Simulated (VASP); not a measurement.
## HC24: single point with PBE+D3(BJ)

HC24, a slab with vacuum:

```
C H
1.0
     7.39200    0.00000    0.00000
     0.00000   15.36398    0.00000
     0.00000    0.00000   22.00000
C H
48 2
Direct
  0.00000 0.00000 0.45455
  0.16665 0.03723 0.47348
  0.16664 0.11440 0.50828
  0.99998 0.15593 0.52223
  0.99998 0.24515 0.53777
  0.16662 0.29126 0.53805
  0.16663 0.38080 0.52343
  0.99997 0.42256 0.50982
  0.99997 0.50006 0.47539
  0.16664 0.53730 0.45650
  0.16664 0.61447 0.42170
  0.99998 0.65595 0.40770
  0.99998 0.74514 0.39203
  0.16665 0.79128 0.39175
  0.16665 0.88081 0.40643
  0.99999 0.92254 0.42007
  0.33332 0.99999 0.45459
  0.49998 0.03724 0.47349
  0.49997 0.11440 0.50829
  0.33330 0.15591 0.52228
  0.33328 0.24512 0.53785
  0.49996 0.29126 0.53816
  0.49997 0.38081 0.52347
  0.33331 0.42255 0.50982
  0.33331 0.50005 0.47539
  0.49998 0.53731 0.45650
  0.49998 0.61447 0.42171
  0.33331 0.65595 0.40770
  0.33331 0.74514 0.39203
  0.49998 0.79128 0.39175
  0.49998 0.88081 0.40644
  0.33332 0.92254 0.42010
  0.66664 0.00000 0.45458
  0.83333 0.03724 0.47346
  0.83331 0.11441 0.50826
  0.66664 0.15591 0.52227
  0.66664 0.24512 0.53790
  0.83332 0.29127 0.53811
  0.83330 0.38081 0.52346
  0.66663 0.42256 0.50983
  0.66664 0.50005 0.47539
  0.83330 0.53731 0.45650
  0.83331 0.61447 0.42171
  0.66664 0.65596 0.40770
  0.66664 0.74514 0.39203
  0.83331 0.79128 0.39175
  0.83331 0.88081 0.40643
  0.66665 0.92254 0.42009
  0.10746 0.16809 0.66878
  0.18958 0.19650 0.67193
```

```json
{
  "Program": "VASP 6.6.1",
  "Task": "single point",
  "Functional": "PBE",
  "Dispersion": "D3(BJ)",
  "Potentials or basis": "VASP PAW PBE potentials, release 64 (C, H)",
  "Cutoff": "520 eV",
  "k mesh": "4 × 2 × 1",
  "Occupations": "gaussian, width 0.05 eV",
  "Spin": "no spin polarisation",
  "Dipole correction": "no",
  "Further INCAR settings": "LREAL = Auto; ALGO = Normal; EDIFF = 1e-06; NBANDS = 128"
}
```

```yaml
Largest_force: 0.022 eV/Å
Band_gap_on_the_k_mesh: 0.24 eV
Dispersion_energy_per_atom: -0.087 eV
```

Forces on the atoms (eV/Å):
```
C   -0.004  0.010  0.010
C    0.015 -0.004  0.002
C    0.009 -0.010  0.008
C   -0.002  0.003  0.011
C   -0.002 -0.001  0.014
C   -0.001  0.000  0.007
C    0.002  0.004  0.008
C   -0.002  0.006  0.006
C    0.000  0.001 -0.002
C    0.006  0.000 -0.008
C    0.000  0.001 -0.010
C    0.000 -0.008 -0.006
C    0.000  0.000 -0.011
C   -0.004  0.004 -0.011
C    0.009  0.006  0.001
C   -0.001  0.004 -0.003
C    0.002 -0.001 -0.004
C    0.000 -0.002 -0.003
C   -0.002 -0.002  0.005
C   -0.005 -0.008  0.005
C   -0.012  0.009  0.016
C   -0.001  0.007  0.009
C   -0.001  0.016  0.005
C   -0.006  0.000  0.003
C    0.003 -0.001  0.003
C   -0.001 -0.001 -0.001
C    0.000  0.001 -0.003
C   -0.008 -0.013 -0.005
C   -0.007 -0.003 -0.014
C    0.000  0.001 -0.012
C    0.000  0.009 -0.006
C   -0.009 -0.003 -0.009
C   -0.002 -0.001 -0.005
C   -0.015 -0.003  0.002
C   -0.007 -0.010  0.009
C    0.006 -0.006  0.006
C    0.012  0.009  0.017
C    0.004 -0.005  0.009
C   -0.002  0.009  0.007
C    0.008 -0.001  0.004
C   -0.003 -0.002  0.003
C   -0.006 -0.001 -0.007
C    0.000  0.002 -0.010
C    0.010 -0.011 -0.005
C    0.007 -0.003 -0.014
C    0.003  0.004 -0.011
C   -0.008  0.007  0.001
C    0.009 -0.002 -0.009
H    0.011  0.003  0.001
H   -0.006 -0.014 -0.003
```

Levels at points of the mesh, in eV from the valence-band top:
| k point | band 95 | band 96 | band 97 | band 98 | band 99 | band 100 |
| --- | --- | --- | --- | --- | --- | --- |
| (0.00, 0.00, 0.00) | -1.86 | 0.00 | 0.00 | 0.24 | 0.24 | 1.72 |
| (0.50, 0.00, 0.00) | -2.31 | -1.47 | -1.47 | 1.50 | 1.50 | 1.70 |
| (0.00, 0.50, 0.00) | -0.88 | -0.88 | -0.88 | 1.06 | 1.06 | 1.06 |
| (0.50, 0.50, 0.00) | -2.07 | -2.07 | -2.07 | 1.86 | 1.87 | 1.87 |

Wall time 5.9 min on 1 × NVIDIA H100 80GB with 1 thread of AMD EPYC 7R13 Processor (Zen 3) (shared host), peak memory 2.9 GiB.

Caveat: there is no dipole correction, which matters where the two faces differ.
